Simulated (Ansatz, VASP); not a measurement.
## SnSe in VASP and in Ansatz

Contents of INCAR:

```
  PREC = Accurate
  ENCUT = 600
  EDIFF = 1E-6
  ISMEAR = -1
  SIGMA = 0.1
  LREAL = False
  LASPH = True
  NELM = 60
  ALGO = Normal
  ISIF = 3
  LWAVE = False
  LCHARG = False
  GGA = PE
  IBRION = 2
  NSW = 60
  EDIFFG = -0.005
```

KPOINTS

```
Automatic mesh
0
Gamma
  14 14 14
```

File POSCAR:

```
SnSe
1.0
    0.0000000000      2.6454205252      2.6454205252
    2.6454205252      0.0000000000      2.6454205252
    2.6454205252      2.6454205252      0.0000000000
Sn Se
1 1
Direct
    0.0000000000      0.0000000000      0.0000000000
    0.5000000000      0.5000000000      0.5000000000
```

Input for Ansatz:

```yaml
crystal:
  lattice:
    - [0.0, 2.6454205252, 2.6454205252]
    - [2.6454205252, 0.0, 2.6454205252]
    - [2.6454205252, 2.6454205252, 0.0]
  atoms:
    - { symbol: Sn, position: [0.0, 0.0, 0.0] }
    - { symbol: Se, position: [0.5, 0.5, 0.5] }
kpoints:
  mp_grid: { grid: [14, 14, 14] }
scf:
  occupations: { method: fermi_dirac, width: 0.1 }
hamiltonian:
  xc: pbe
  pseudopotentials: { kind: paw }
output:
  forces: true
  stress: true
relax:
  f_tol: 0.005
  max_steps: 40
  cell: {}
```

Alike in both runs: task relaxation of cell and atoms; functional PBE; k mesh 14 × 14 × 14; occupations fermi-dirac, width 0.1 eV; no spin polarisation.

|  | VASP | Ansatz |
| --- | --- | --- |
| version | VASP 6.6.1 | Ansatz 0.2.0 |
| potentials or method | VASP PAW PBE potentials, release 64 (Sn_d, Se) | PAW with Ansatz's default frozen-core files, scalar-relativistic |
| plane-wave cutoff (eV) | 600 | 420 |
| valence electrons in the cell | 20 | 30 |

```csv
,VASP,Ansatz,Ansatz less VASP
relaxed volume (Å³/atom),27.85,27.84,-0.004
relaxed cell length with the largest relative difference (Å),4.287,4.286,-0.0002
```

VASP's potentials hold 20 valence electrons a cell and Ansatz's 30, so a difference there can come from the potentials and not from the codes.

Noted on VASP's run: the volume moved by over 15 % at a fixed basis, so the end points are rough.
